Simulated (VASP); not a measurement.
# RbBr (I4/mmm) in VASP: notebook, part 2 of 2

VASP 6.6.1. The steps go on from the part before.

**3. Single point, PBEsol (strain -0.0750 x Voigt [1, 0, 0, 0, 0, 0])**

INCAR reads:

```
  PREC = Accurate
  ENCUT = 520
  EDIFF = 1E-6
  ISMEAR = 0
  SIGMA = 0.05
  LREAL = F
  LASPH = T
  NELM = 60
  ALGO = Normal
  ISIF = 2
  LWAVE = F
  LCHARG = F
  GGA = PS
  NBANDS = 15
```

KPOINTS reads:

```
regular mesh
0
Gamma
  6 6 6
```

POSCAR reads:

```
RbBr
1.0
    0.0000000000      3.4275000000      3.4275000000
    3.1704375000      0.0000000000      3.4275000000
    3.1704375000      3.4275000000      0.0000000000
Rb Br
1 1
Direct
    0.0000000000      0.0000000000      0.0000000000
    0.5000000000      0.5000000000      0.5000000000
```

Potentials or basis: VASP PAW PBE potentials, release 64 (Rb_sv, Br).

Run with:

```sh
cat potpaw_PBE.64/Rb_sv/POTCAR potpaw_PBE.64/Br/POTCAR > POTCAR
mpirun -np 1 vasp_std > vasp.out
```

OUTCAR:

```text
PREC = Accurate
   ENCUT = 520
   EDIFF = 1E-6
   ISMEAR = 0
   LREAL = F
   LASPH = T
   NELM = 60
   ISIF = 2
   GGA = PS

 ion  position               nearest neighbor table
   1  0.000  0.000  0.000-   2 3.17   2 3.17   2 3.43   2 3.43   2 3.43   2 3.43
   2  0.500  0.500  0.500-   1 3.17   1 3.17   1 3.43   1 3.43   1 3.43   1 3.43

  LATTYP: Found a body centered tetragonal cell.
 ALAT       =     4.8472169850
 C/A-ratio  =     1.3081475452

  Lattice vectors:

 A1 = (  -3.1704375000,   0.0000000000,  -3.4275000000)
 A2 = (  -3.1704375000,   0.0000000000,   3.4275000000)
 A3 = (   3.1704375000,   3.4275000000,   0.0000000000)

Analysis of symmetry for initial positions (statically):
=====================================================================
 Subroutine PRICEL returns:
 Original cell was already a primitive cell.

 Routine SETGRP: Setting up the symmetry group for a
 body centered tetragonal supercell.

 Subroutine GETGRP returns: Found 16 space group operations
 (whereof 16 operations were pure point group operations)
 out of a pool of 16 trial point group operations.

The static configuration has the point symmetry D_4h.

Analysis of symmetry for dynamics (positions and initial velocities):
=====================================================================
 Subroutine PRICEL returns:
 Original cell was already a primitive cell.

 Routine SETGRP: Setting up the symmetry group for a
 body centered tetragonal supercell.

 Subroutine GETGRP returns: Found 16 space group operations
 (whereof 16 operations were pure point group operations)
 out of a pool of 16 trial point group operations.

The dynamic configuration has the point symmetry D_4h.

 Subroutine INISYM returns: Found 16 space group operations
 (whereof 16 operations are pure point group operations),
 and found     1 'primitive' translations

----------------------------------------------------------------------------------------

                                     Primitive cell

  volume of cell :      74.4911

  direct lattice vectors                    reciprocal lattice vectors
     0.000000000  3.427500000  3.427500000    -0.157706941  0.145878920  0.145878920
     3.170437500  0.000000000  3.427500000     0.157706941 -0.145878920  0.145878920
     3.170437500  3.427500000  0.000000000     0.157706941  0.145878920 -0.145878920

  length of vectors
     4.847216985  4.668985992  4.668985992     0.259678259  0.259678259  0.259678259

  position of ions in fractional coordinates (direct lattice)
     0.000000000  0.000000000  0.000000000
     0.500000000  0.500000000  0.500000000

  ion indices of the primitive-cell ions
   primitive index   ion index
                 1           1
                 2           2

----------------------------------------------------------------------------------------

 KPOINTS: regular mesh

Automatic generation of k-mesh.
 Grid dimensions read from file:
 generate k-points for:    6    6    6

 Generating k-lattice:

  Cartesian coordinates                     Fractional coordinates (reciprocal lattice)
    -0.026284490  0.024313153  0.024313153     0.166666667 -0.000000000 -0.000000000
     0.026284490 -0.024313153  0.024313153     0.000000000  0.166666667  0.000000000
     0.026284490  0.024313153 -0.024313153     0.000000000  0.000000000  0.166666667

  Length of vectors
     0.043279710  0.043279710  0.043279710

  Shift w.r.t. Gamma in fractional coordinates (k-lattice)
     0.000000000  0.000000000  0.000000000

 Subroutine IBZKPT returns following result:
 ===========================================

 Found     30 irreducible k-points:

 Following reciprocal coordinates:
            Coordinates               Weight
  0.000000  0.000000  0.000000      1.000000
  0.166667  0.000000  0.000000      8.000000
  0.333333 -0.000000 -0.000000      8.000000
  0.500000  0.000000  0.000000      4.000000
  0.166667  0.166667  0.000000      4.000000
  0.333333  0.166667  0.000000     16.000000
[... 16 lines left out ...]
 -0.333333  0.500000  0.166667      4.000000
  0.333333 -0.333333  0.166667      8.000000
 [... further k-points ...]
   k-points           NKPTS =     30   k-points in BZ     NKDIM =     30   number of bands    NBANDS=     15
   number of dos      NEDOS =    301   number of ions     NIONS =      2
   total plane-waves  NPLWV =  46656
   dimension x,y,z NGX =    36 NGY =   36 NGZ =   36
   dimension x,y,z NGXF=    72 NGYF=   72 NGZF=   72
   ions per type =               1   1
   NGX,Y,Z   is equivalent  to a cutoff of  12.35, 12.82, 12.82 a.u.
   NGXF,Y,Z  is equivalent  to a cutoff of  24.69, 25.64, 25.64 a.u.
 SYSTEM =  unknown system
   PREC   = accura    normal or accurate (medium, high low for compatibility)
   ISTART =      0    job   : 0-new  1-cont  2-samecut
   ICHARG =      2    charge: 1-file 2-atom 10-const
   ISPIN  =      1    spin polarized calculation?
   LNONCOLLINEAR =      F non collinear calculations
   LSORBIT =      F    spin-orbit coupling
   LASPH  =      T    aspherical Exc in radial PAW
   ENCUT  =  520.0 eV  38.22 Ry    6.18 a.u.   9.01  8.68  8.68*2*pi/ulx,y,z
   NELM   =     60;   NELMIN=  2; NELMDL= -5     # of ELM steps
   EDIFF  = 0.1E-05   stopping-criterion for ELM
   LREAL  =      F    real-space projection
   EDIFFG = 0.1E-04   stopping-criterion for IOM
   NSW    =      0    number of steps for IOM
   IBRION =     -1    ionic relax: 0-MD 1-quasi-New 2-CG
   NFREE  =      0    steps in history (QN), initial steepest desc. (CG)
   ISIF   =      2    stress and relaxation
   ISYM   =      2    0-nonsym 1-usesym 2-fastsym
   POTIM  = 0.5000    time-step for ionic-motion
   TEBEG  =    0.0;   TEEND  =   0.0 temperature during run
   PSTRESS=    0.0 pullay stress
   NELECT =      16.0000    total number of electrons
   NUPDOWN=      -1.0000    fix difference up-down
   EMIN   =  10.00;   EMAX   =-10.00  energy-range for DOS
   EFERMI =   0.00;   METHOD = LEGACY
   ISMEAR =     0;   SIGMA  =   0.05  broadening in eV -4-tet -1-fermi 0-gaus
   EFERMI_NEDOS =   21; number of points for ismear=-14 and -15
   IALGO  =     38    algorithm
   IMIX   =      4    mixing-type and parameters
     AMIX     =   0.40;   BMIX     =  1.00
     AMIX_MAG =   1.60;   BMIX_MAG =  1.00
  volume/ion in A,a.u.               =      37.25       251.35
  Fermi-wavevector in a.u.,A,eV,Ry     =   0.980423  1.852731 13.078316  0.961229
  Thomas-Fermi vector in A             =   2.111352
   LORBIT       =      0    0 simple, 1 ext, 2 COOP (PROOUT), +10 PAW based schemes
   GGA     = PS    functional components
   LHFCALC =     F    Hartree Fock is set to
   AEXX    =    0.0000 exact exchange contribution
   IVDW    =     0    specifies the selected vdW correction
   LEPSILON=     F    determine dielectric tensor
   LRPA    =     F    only Hartree local field effects (RPA)
 non-spin polarized calculation
 Gauss-broadening in eV      SIGMA  =   0.05
  energy-cutoff  :      520.00
  volume of cell :       74.49
 maximum number of plane-waves:      2020
   NGX = 17   NGY = 17   NGZ = 17

 number of electron      15.9999999 magnetization

 Free energy of the ion-electron system (eV)
  ---------------------------------------------------
  ext. energy  EPLUGINS =         0.00000000
  ---------------------------------------------------
  free energy    TOTEN  =        -6.28703762 eV

  energy without entropy =       -6.28703762  energy(sigma->0) =       -6.28703762

 E-fermi :  -1.1195     XC(G=0):  -7.7230

 val. band max:       -1.4145482667   @ k =   0.0000   0.0000   0.0000
 cond. band min:       2.8369732634   @ k =   0.0000   0.0000   0.0000
 fundamental gap:      4.2515215301
 Fermi energy:        -1.1195203345

 k-point     1 :       0.0000    0.0000    0.0000
  band No.  band energies     occupation
      1     -25.7281      2.00000
      2     -13.8213      2.00000
      3      -9.8728      2.00000
      4      -9.8135      2.00000
      5      -9.8135      2.00000
      6      -1.5790      2.00000
      7      -1.5790      2.00000
      8      -1.4145      2.00000
      9       2.8370      0.00000
     10       5.5034      0.00000
     11       5.5034      0.00000
     12       6.0249      0.00000
     13       6.3898      0.00000
     14       6.9016      0.00000
[... 401 lines left out ...]
      2     -13.8556      2.00000
      3      -9.9426      2.00000
      4      -9.9374      2.00000
      5      -9.7308      2.00000
      6      -2.3682      2.00000
      7      -1.9768      2.00000
      8      -1.9679      2.00000
      9       5.6297      0.00000
     10       5.8840      0.00000
     11       7.0311      0.00000
     12       7.3247      0.00000
     13       8.7528      0.00000
     14       9.6942      0.00000
     15      10.2345      0.00000

 [... further k-points ...]
[... 5 lines left out ...]
  --------------------------------------------------------------------------------------
  -------------------------------------------------------------------------------------
  Total        2.0426119      0.1475233      0.1475233      0.0000000      0.0000000      0.0000000
  in kB       43.9331481      3.1729785      3.1729785      0.0000000      0.0000000      0.0000000
  external PRESSURE =      16.7597017 kB  Pullay stress =       0.0000000 kB

 VOLUME and BASIS-vectors are now :
 -----------------------------------------------------------------------------
  energy-cutoff  :      520.00
  volume of cell :       74.49
      direct lattice vectors                 reciprocal lattice vectors
     0.000000000  3.427500000  3.427500000    -0.157706941  0.145878920  0.145878920
     3.170437500  0.000000000  3.427500000     0.157706941 -0.145878920  0.145878920
     3.170437500  3.427500000  0.000000000     0.157706941  0.145878920 -0.145878920

 POSITION                                       TOTAL-FORCE (eV/Angst)
 -----------------------------------------------------------------------------------
      0.00000      0.00000      0.00000         0.000000     -0.000000      0.000000
      3.17044      3.42750      3.42750        -0.000000      0.000000     -0.000000
 -----------------------------------------------------------------------------------
    total drift:                                0.000000      0.000000      0.000000

  FREE ENERGIE OF THE ION-ELECTRON SYSTEM (eV)
  ---------------------------------------------------
  free  energy   TOTEN  =        -6.2870376172 eV

  energy  without entropy=       -6.2870376172  energy(sigma->0) =       -6.28703762
```

OSZICAR:

```text
N       E                     dE             d eps       ncg     rms          rms(c)
DAV:   1     0.781492790296E+02    0.78149E+02   -0.68128E+03   900   0.929E+02
DAV:   2    -0.105659389509E+01   -0.79206E+02   -0.73000E+02  1228   0.162E+02
DAV:   3    -0.631405126868E+01   -0.52575E+01   -0.52384E+01  1204   0.430E+01
DAV:   4    -0.648304110108E+01   -0.16899E+00   -0.16896E+00  1318   0.682E+00
DAV:   5    -0.648424014590E+01   -0.11990E-02   -0.11990E-02  1254   0.601E-01    0.352E+00
DAV:   6    -0.629403578251E+01    0.19020E+00   -0.23093E-01  1103   0.232E+00    0.236E+00
DAV:   7    -0.627826280048E+01    0.15773E-01   -0.10735E-01  1152   0.167E+00    0.106E+00
DAV:   8    -0.628628493518E+01   -0.80221E-02   -0.10487E-02   981   0.603E-01    0.796E-02
DAV:   9    -0.628668579018E+01   -0.40085E-03   -0.46894E-04  1194   0.116E-01    0.589E-02
DAV:  10    -0.628702598439E+01   -0.34019E-03   -0.42984E-04   900   0.108E-01    0.163E-02
DAV:  11    -0.628703313046E+01   -0.71461E-05   -0.23140E-05  1194   0.266E-02    0.656E-03
DAV:  12    -0.628703753502E+01   -0.44046E-05   -0.74004E-06   942   0.165E-02    0.173E-03
DAV:  13    -0.628703761722E+01   -0.82199E-07   -0.12053E-07   982   0.216E-03
   1 F= -.62870376E+01 E0= -.62870376E+01  d E =-.989212E-19
```

stdout:

```text
POSCAR found type information on POSCAR RbBr
 POSCAR found :  2 types and       2 ions
 scaLAPACK will be used
 -----------------------------------------------------------------------------
|                                                                             |
|                                                                             |
|     You enforced a specific xc type in the INCAR file but a different       |
|     I HOPE YOU KNOW WHAT YOU ARE DOING!                                     |
|                                                                             |
 -----------------------------------------------------------------------------

 LDA part: xc-table for (Slater+PW92), standard interpolation
 POSCAR, INCAR and KPOINTS ok, starting setup
 FFT: planning ... GRIDC
 FFT: planning ... GRID_SOFT
 FFT: planning ... GRID
 WAVECAR not read
 entering main loop
```

It took 34 s on 1 thread of Intel Xeon Platinum 8259CL at 2.50GHz (Skylake/Cascade Lake), shared host; peak memory 0.21 GiB.

What came out:

```yaml
Free_energy: -6.2870 eV
Pressure: 1.7 GPa
Band_gap_on_the_k_mesh: 4.25 eV, direct
```

Stress tensor (GPa, compression positive):
```
4.39 0.00 0.00
0.00 0.32 0.00
0.00 0.00 0.32
```

Caveat: the cell differs from its parent crystal (strain -0.0750 x Voigt [1, 0, 0, 0, 0, 0]); the PAW data sets were made with another functional, which shifts forces and pressure a little.
